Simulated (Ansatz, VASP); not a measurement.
# InSb5: VASP beside Ansatz

```xyz
6
Lattice="7.0993 0.0000 0.0000 0.0000 7.0993 0.0000 0.0000 0.0000 6.1254" Properties=species:S:1:pos:R:3 pbc="T T T"
In    0.0000    0.0000    3.0627
Sb    4.9660    4.9660    0.0000
Sb    2.1333    2.1333    0.0000
Sb    4.9660    2.1333    0.0000
Sb    2.1333    4.9660    0.0000
Sb    0.0000    0.0000    0.0000
```

Alike in both runs: task relaxation of cell and atoms; functional PBE; k mesh 6 × 6 × 6; occupations gaussian, width 0.1 eV; no spin polarisation.

```csv
,VASP,Ansatz
version,VASP 6.6.1,Ansatz 0.2.0
potentials or method,"VASP PAW PBE potentials, release 64 (In_d, Sb), cutoff 600 eV","scalar-relativistic, plane waves, PAW"
valence electrons in the cell,38,88
```

```tsv
	VASP	Ansatz	Ansatz less VASP
gap on the k mesh at the Fermi level, each at its own relaxed structure (eV)	none	none	-
relaxed volume (Å³/atom)	52.54	52.54	0.000
relaxed length of the cell vector where the two differ most in proportion (Å)	6.282	6.283	+0.0011
```

A gap of «none» marks a metal or a gap that the smearing closes. VASP's potentials hold 38 valence electrons a cell and Ansatz's 88, so a difference there can come from the potentials and not from the codes.

Neither program's run includes spin-orbit coupling.
